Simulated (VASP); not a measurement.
## Li2S: vibrations by perturbation theory with PBE

The system is Li2S.

```xyz
3
Lattice="0.0000 2.8337 2.8337 2.8337 0.0000 2.8337 2.8337 2.8337 0.0000" Properties=species:S:1:pos:R:3 pbc="T T T"
Li    1.4169    1.4169    1.4169
Li    4.2506    4.2506    4.2506
S     0.0000    0.0000    0.0000
```

```
Program                : VASP 6.6.1
Task                   : vibrations by perturbation theory
Functional             : PBE
Potentials or basis    : VASP PAW PBE potentials, release 64 (Li_sv, S)
Cutoff                 : 750 eV
k mesh                 : 8 × 8 × 8
Occupations            : gaussian, width 0.01 eV
Spin                   : no spin polarisation
Dipole correction      : no
Further INCAR settings : ALGO = Normal; EDIFF = 1e-08; IBRION = 8; NSW = 1
```

```json
{"Electronic dielectric tensor (diagonal)": "3.90", "Born charges (mean of the diagonal)": "Li +0.94; S -1.89 e", "Highest phonon frequency at Γ, LO-TO splitting left out": "386 cm⁻¹"}
```

Phonon frequencies in cm⁻¹ (negative: imaginary):
```csv
q point,frequencies
"(0.000, 0.000, 0.000)",-2 -2 -2 328 328 328 386 386 386
```

Electronic dielectric tensor:
```
3.90 0.00 0.00
0.00 3.90 0.00
0.00 0.00 3.90
```

Born effective charge tensors (e):
atom 1, Li
```
0.94 0.00 0.00
0.00 0.94 0.00
0.00 0.00 0.94
```
atom 2, Li
```
0.94 0.00 0.00
0.00 0.94 0.00
0.00 0.00 0.94
```
atom 3, S
```
-1.89  0.00  0.00
 0.00 -1.89  0.00
 0.00  0.00 -1.89
```

Run time: 5.8 min on 1 thread of Intel(R) Xeon(R) 6975P-C (Granite Rapids), with other jobs on the host, peak memory 0.36 GiB.
